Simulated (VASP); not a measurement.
# CdHg2O3 (C2) in VASP: single point with PBE

Aim: the single point of CdHg2O3 with PBE.

Program: VASP 6.6.1. These are calculated values, not measurements. Logs are shortened: lines on timing, memory, paths and dates and some standing lists are left out, and cuts for length are marked.

## Step 1: The cell of the first run

It takes space group C2 (No. 5, monoclinic). Conventional cell: a = 6.176 Å, b = 3.587 Å, c = 9.336 Å, α = 90.00°, β = 102.02°, γ = 90.00°. Cd (site symmetry 2) has 6 O at 2.32 to 2.45 Å within 3.1 Å. Within 2.7 Å of Hg (site symmetry 1) lie 2 O at 2.02 to 2.03 Å. Within 2.7 Å of O (site symmetry 1) lie 1 Hg at 2.02 Å and 3 Cd at 2.32 to 2.45 Å. Within 2.7 Å of O (site symmetry 2) lie 2 Hg at 2.03 Å.

## Step 2: Single point, PBE

Input file POSCAR:

```
CdHg2O3
1.0
    3.0694078013     -1.7936488144      0.3391262213
    3.0694078013      1.7936488144      0.3391262213
    0.9299391452      0.0000000000      9.2892717485
Cd Hg O
1 2 3
Direct
    0.8187543293      0.1812456707      0.0000000000
   -0.0765539863      0.7827978821      0.6771807355
    0.2172021179      0.0765539863      0.3228192645
    0.1169305210      0.4489323793      0.1287004290
    0.5510676207     -0.1169305210      0.8712995710
    0.3725993974      0.6274006026      0.5000000000
```

Input file INCAR.step1:

```
PREC     = Accurate       # precision mode
ENCUT    = 520            # plane-wave cutoff, eV
EDIFF    = 1E-7           # SCF threshold, eV
ISMEAR   = 0              # smearing method
SIGMA    = 0.02           # smearing width, eV
LREAL    = False          # projectors in reciprocal space
LASPH    = True           # aspherical terms in the spheres
NELM     = 80             # most SCF steps
ALGO     = Normal         # electronic algorithm
ISIF     = 2              # what is computed and relaxed
LWAVE    = False          # write WAVECAR
LCHARG   = True           # write CHGCAR
GGA      = PE             # functional
NBANDS   = 36             # bands
```

Input file KPOINTS.step1:

```
regular mesh
0
Gamma
  12 12 4
```

Input file INCAR.step2:

```
PREC     = Accurate       # precision mode
ENCUT    = 520            # plane-wave cutoff, eV
EDIFF    = 1E-7           # SCF threshold, eV
ISMEAR   = -5             # smearing method
SIGMA    = 0.02           # smearing width, eV
LREAL    = False          # projectors in reciprocal space
LASPH    = True           # aspherical terms in the spheres
NELM     = 80             # most SCF steps
ALGO     = Normal         # electronic algorithm
ISIF     = 2              # what is computed and relaxed
LWAVE    = False          # write WAVECAR
LCHARG   = False          # write CHGCAR
GGA      = PE             # functional
LORBIT   = 11             # projections on sites
NBANDS   = 36             # bands
NEDOS    = 2001           # points of the DOS
ICHARG   = 11             # starting density
```

Input file KPOINTS.step2:

```
regular mesh
0
Gamma
  18 18 6
```

Potentials or basis: VASP PAW PBE potentials, release 64 (Cd, Hg, O).

Command:

```sh
$ cat potpaw_PBE.64/Cd/POTCAR potpaw_PBE.64/Hg/POTCAR potpaw_PBE.64/O/POTCAR > POTCAR
$ cp INCAR.step1 INCAR
$ cp KPOINTS.step1 KPOINTS
$ mpirun -np 1 vasp_std > vasp.out
$ cp INCAR.step2 INCAR
$ cp KPOINTS.step2 KPOINTS
$ mpirun -np 1 vasp_std > vasp.out
```

OUTCAR:

```text
PREC = Accurate
   ENCUT = 520
   EDIFF = 1E-7
   ISMEAR = -5
   LREAL = False
   LASPH = True
   NELM = 80
   ISIF = 2
   GGA = PE
   LORBIT = 11
   ICHARG = 11

 ion  position               nearest neighbor table
   1  0.819  0.181  0.000-   4 2.32   5 2.32   5 2.37   4 2.37   4 2.45   5 2.45   2 3.44   3 3.44
                             3 3.45   2 3.45
   2  0.923  0.783  0.677-   5 2.02   6 2.03   3 3.43   1 3.44   1 3.45
   3  0.217  0.077  0.323-   4 2.02   6 2.03   2 3.43   1 3.44   1 3.45
   4  0.117  0.449  0.129-   3 2.02   1 2.32   1 2.37   1 2.45
   5  0.551  0.883  0.871-   2 2.02   1 2.32   1 2.37   1 2.45
   6  0.373  0.627  0.500-   2 2.03   3 2.03

  LATTYP: Found a base centered monoclinic cell.
 ALAT       =     6.1761706080
 B/A-ratio  =     0.5808287783
 C/A-ratio  =     1.5115682370
 COS(beta)  =    -0.2082800215

  Lattice vectors:

 A1 = (  -3.0694078013,   1.7936488144,  -0.3391262213)
 A2 = (  -3.0694078013,  -1.7936488144,  -0.3391262213)
 A3 = (   0.9299391452,   0.0000000000,   9.2892717485)

Analysis of symmetry for initial positions (statically):
=====================================================================
 Subroutine PRICEL returns:
 Original cell was already a primitive cell.

 Routine SETGRP: Setting up the symmetry group for a
 base centered monoclinic supercell.

 Subroutine GETGRP returns: Found  2 space group operations
 (whereof  2 operations were pure point group operations)
 out of a pool of  4 trial point group operations.

The static configuration has the point symmetry C_2 .

Analysis of symmetry for dynamics (positions and initial velocities):
=====================================================================
 Subroutine PRICEL returns:
 Original cell was already a primitive cell.

 Routine SETGRP: Setting up the symmetry group for a
 base centered monoclinic supercell.

 Subroutine GETGRP returns: Found  2 space group operations
 (whereof  2 operations were pure point group operations)
 out of a pool of  4 trial point group operations.

The dynamic configuration has the point symmetry C_2 .

 Subroutine INISYM returns: Found  2 space group operations
 (whereof  2 operations are pure point group operations),
 and found     1 'primitive' translations

----------------------------------------------------------------------------------------

                                     Primitive cell

  volume of cell :     101.1517

  direct lattice vectors                    reciprocal lattice vectors
     3.069407801 -1.793648814  0.339126221     0.164719776 -0.278761370 -0.016489922
     3.069407801  1.793648814  0.339126221     0.164719776  0.278761370 -0.016489922
     0.929939145  0.000000000  9.289271748    -0.012026948  0.000000000  0.108855070

  length of vectors
     3.571196846  3.571196846  9.335703317     0.324210461  0.324210461  0.109517459

  position of ions in fractional coordinates (direct lattice)
     0.818754329  0.181245671  0.000000000
     0.923446014  0.782797882  0.677180736
     0.217202118  0.076553986  0.322819264
     0.116930521  0.448932379  0.128700429
     0.551067621  0.883069479  0.871299571
     0.372599397  0.627400603  0.500000000

  ion indices of the primitive-cell ions
   primitive index   ion index
                 1           1
                 2           2
                 3           3
                 4           4
                 5           5
                 6           6

----------------------------------------------------------------------------------------

 KPOINTS: regular mesh

Automatic generation of k-mesh.
 Grid dimensions read from file:
 generate k-points for:   18   18    6

 Generating k-lattice:

  Cartesian coordinates                     Fractional coordinates (reciprocal lattice)
     0.009151099 -0.015486743 -0.000916107     0.055555556  0.000000000  0.000000000
     0.009151099  0.015486743 -0.000916107     0.000000000  0.055555556  0.000000000
    -0.002004491  0.000000000  0.018142512     0.000000000  0.000000000  0.166666667

  Length of vectors
     0.018011692  0.018011692  0.018252910

  Shift w.r.t. Gamma in fractional coordinates (k-lattice)
     0.000000000  0.000000000  0.000000000

 TETIRR: Found   2916 inequivalent tetrahedra from    11664

 Subroutine IBZKPT returns following result:
 ===========================================

 Found    524 irreducible k-points:

 Following reciprocal coordinates:
            Coordinates               Weight
  0.000000  0.000000  0.000000      1.000000
  0.055556  0.000000  0.000000      4.000000
  0.111111  0.000000  0.000000      4.000000
  0.166667 -0.000000 -0.000000      4.000000
  0.222222 -0.000000  0.000000      4.000000
  0.277778  0.000000  0.000000      4.000000
[... 16 lines left out ...]
 -0.277778  0.055556  0.000000      4.000000
 -0.222222  0.055556  0.000000      4.000000
 [... further k-points ...]
   k-points           NKPTS =    524   k-points in BZ     NKDIM =    524   number of bands    NBANDS=     36
   number of dos      NEDOS =   2001   number of ions     NIONS =      6
   total plane-waves  NPLWV =  54880
   dimension x,y,z NGX =    28 NGY =   28 NGZ =   70
   dimension x,y,z NGXF=    56 NGYF=   56 NGZF=  140
   ions per type =               1   2   3
   NGX,Y,Z   is equivalent  to a cutoff of  13.03, 13.03, 12.47 a.u.
   NGXF,Y,Z  is equivalent  to a cutoff of  26.07, 26.07, 24.93 a.u.
 SYSTEM =  unknown system
   PREC   = accura    normal or accurate (medium, high low for compatibility)
   ISTART =      0    job   : 0-new  1-cont  2-samecut
   ICHARG =     11    charge: 1-file 2-atom 10-const
   ISPIN  =      1    spin polarized calculation?
   LNONCOLLINEAR =      F non collinear calculations
   LSORBIT =      F    spin-orbit coupling
   LASPH  =      T    aspherical Exc in radial PAW
   ENCUT  =  520.0 eV  38.22 Ry    6.18 a.u.   6.64  6.64 17.36*2*pi/ulx,y,z
   NELM   =     80;   NELMIN=  2; NELMDL=  0     # of ELM steps
   EDIFF  = 0.1E-06   stopping-criterion for ELM
   LREAL  =      F    real-space projection
   EDIFFG = 0.1E-05   stopping-criterion for IOM
   NSW    =      0    number of steps for IOM
   IBRION =     -1    ionic relax: 0-MD 1-quasi-New 2-CG
   NFREE  =      0    steps in history (QN), initial steepest desc. (CG)
   ISIF   =      2    stress and relaxation
   ISYM   =      2    0-nonsym 1-usesym 2-fastsym
   POTIM  = 0.5000    time-step for ionic-motion
   TEBEG  =    0.0;   TEEND  =   0.0 temperature during run
   PSTRESS=    0.0 pullay stress
   NELECT =      54.0000    total number of electrons
   NUPDOWN=      -1.0000    fix difference up-down
   EMIN   =  10.00;   EMAX   =-10.00  energy-range for DOS
   EFERMI =   0.00;   METHOD = LEGACY
   ISMEAR =    -5;   SIGMA  =   0.02  broadening in eV -4-tet -1-fermi 0-gaus
   EFERMI_NEDOS =   21; number of points for ismear=-14 and -15
   IALGO  =     38    algorithm
   IMIX   =      4    mixing-type and parameters
     AMIX     =   0.40;   BMIX     =  1.00
     AMIX_MAG =   1.60;   BMIX_MAG =  1.00
  volume/ion in A,a.u.               =      16.86       113.77
  Fermi-wavevector in a.u.,A,eV,Ry     =   1.328052  2.509654 23.996884  1.763721
  Thomas-Fermi vector in A             =   2.457318
   LORBIT       =     11    0 simple, 1 ext, 2 COOP (PROOUT), +10 PAW based schemes
   GGA     = PE    functional components
   LHFCALC =     F    Hartree Fock is set to
   AEXX    =    0.0000 exact exchange contribution
   IVDW    =     0    specifies the selected vdW correction
   LEPSILON=     F    determine dielectric tensor
   LRPA    =     F    only Hartree local field effects (RPA)
 non-spin polarized calculation
 Fermi weights with tetrahedron method with Bloechl corrections
  energy-cutoff  :      520.00
  volume of cell :      101.15
 maximum number of plane-waves:      2759

 number of electron      54.0000005 magnetization

 Free energy of the ion-electron system (eV)
  ---------------------------------------------------
  ext. energy  EPLUGINS =         0.00000000
  ---------------------------------------------------
  free energy    TOTEN  =       -19.12656136 eV

  energy without entropy =      -19.12656136  energy(sigma->0) =      -19.12656136

 E-fermi :   0.7249     XC(G=0): -10.3056

 val. band max:        0.7237970839   @ k =  -0.0556   0.0556   0.5000
 cond. band min:       1.5799512158   @ k =   0.0000   0.0000   0.0000
 fundamental gap:      0.8561541319
 Fermi energy:         0.7249410298

 k-point     1 :       0.0000    0.0000    0.0000
  band No.  band energies     occupation
      1     -16.8406      2.00000
      2     -16.1661      2.00000
      3     -15.9324      2.00000
      4      -6.4328      2.00000
      5      -6.2581      2.00000
      6      -5.9894      2.00000
[... 28 lines left out ...]
     35      12.7930      0.00000
     36      13.0986      0.00000

 k-point     2 :       0.0556    0.0000    0.0000
  band No.  band energies     occupation
      1     -16.8335      2.00000
      2     -16.1615      2.00000
      3     -15.9301      2.00000
      4      -6.4624      2.00000
      5      -6.2349      2.00000
      6      -5.9780      2.00000
[... 28 lines left out ...]
     35      12.6085      0.00000
     36      12.9051      0.00000

 k-point     3 :       0.1111    0.0000    0.0000
  band No.  band energies     occupation
      1     -16.8131      2.00000
      2     -16.1477      2.00000
      3     -15.9239      2.00000
      4      -6.5155      2.00000
      5      -6.1956      2.00000
      6      -5.9548      2.00000
[... 28 lines left out ...]
     35      12.1778      0.00000
     36      12.3939      0.00000
[... 742 lines left out ...]
 k-point    23 :      -0.2778    0.0556    0.0000
  band No.  band energies     occupation
      1     -16.6896      2.00000
      2     -16.0209      2.00000
      3     -15.9065      2.00000
      4      -6.6179      2.00000
      5      -6.1295      2.00000
      6      -5.9122      2.00000
[... 28 lines left out ...]
     35      10.4026      0.00000
     36      11.0931      0.00000

 k-point    24 :      -0.2222    0.0556    0.0000
  band No.  band energies     occupation
      1     -16.7256      2.00000
      2     -16.0564      2.00000
      3     -15.9157      2.00000
      4      -6.5995      2.00000
      5      -6.1339      2.00000
      6      -5.9066      2.00000
[... 28 lines left out ...]
     35      10.7232      0.00000
     36      11.3847      0.00000

 [... further k-points ...]

------------------------ aborting loop because EDIFF is reached ----------------------------------------

  FORCE on cell =-STRESS in cart. coord.  units (eV):
  Direction    XX          YY          ZZ          XY          YZ          ZX
  --------------------------------------------------------------------------------------
  -------------------------------------------------------------------------------------
  Total        0.4391672      0.6035810      1.5941607      0.0000000      0.0000000     -0.5584412
  in kB        6.9561216      9.5603278     25.2504630      0.0000000      0.0000000     -8.8453441
  external PRESSURE =      13.9223041 kB  Pullay stress =       0.0000000 kB

 VOLUME and BASIS-vectors are now :
 -----------------------------------------------------------------------------
  energy-cutoff  :      520.00
  volume of cell :      101.15
      direct lattice vectors                 reciprocal lattice vectors
     3.069407801 -1.793648814  0.339126221     0.164719776 -0.278761370 -0.016489922
     3.069407801  1.793648814  0.339126221     0.164719776  0.278761370 -0.016489922
     0.929939145  0.000000000  9.289271748    -0.012026948  0.000000000  0.108855070

 POSITION                                       TOTAL-FORCE (eV/Angst)
 -----------------------------------------------------------------------------------
      3.06941     -1.14347      0.33913         0.000000     -0.020626      0.000000
      5.86690     -0.25227      6.86915        -0.013677      0.026008     -0.038564
      1.20186     -0.25227      3.09838         0.013677      0.026008      0.038564
      1.85655      0.59549      1.38743         0.095388      0.123597     -0.183349
      5.21221      0.59549      8.58009        -0.095388      0.123597      0.183349
      3.53438      0.45702      4.98376        -0.000000     -0.278585     -0.000000
 -----------------------------------------------------------------------------------
    total drift:                               -0.000000     -0.000580      0.000000

  FREE ENERGIE OF THE ION-ELECTRON SYSTEM (eV)
  ---------------------------------------------------
  free  energy   TOTEN  =       -19.1265613621 eV

  energy  without entropy=      -19.1265613621  energy(sigma->0) =      -19.12656136

 total charge

# of ion       s       p       d       tot
------------------------------------------
    1        0.314   0.225   9.640  10.179
    2        0.780   0.347   9.348  10.475
    3        0.780   0.347   9.348  10.475
    4        1.573   3.335   0.000   4.908
    5        1.573   3.335   0.000   4.908
    6        1.578   3.324   0.000   4.902
--------------------------------------------------
tot          6.598  10.914  28.335  45.847
```

It took 14 min on 1 thread of AMD EPYC 9R45 (Zen 5), shared host; peak memory 1.5 GiB.

What came out:

* Valence electrons inside the program's atomic spheres: Cd 10.18; Hg 10.47; O 4.91, 4.90 (each value once)

Caveat: spin-orbit coupling is left out, which moves the levels of the heavy elements.
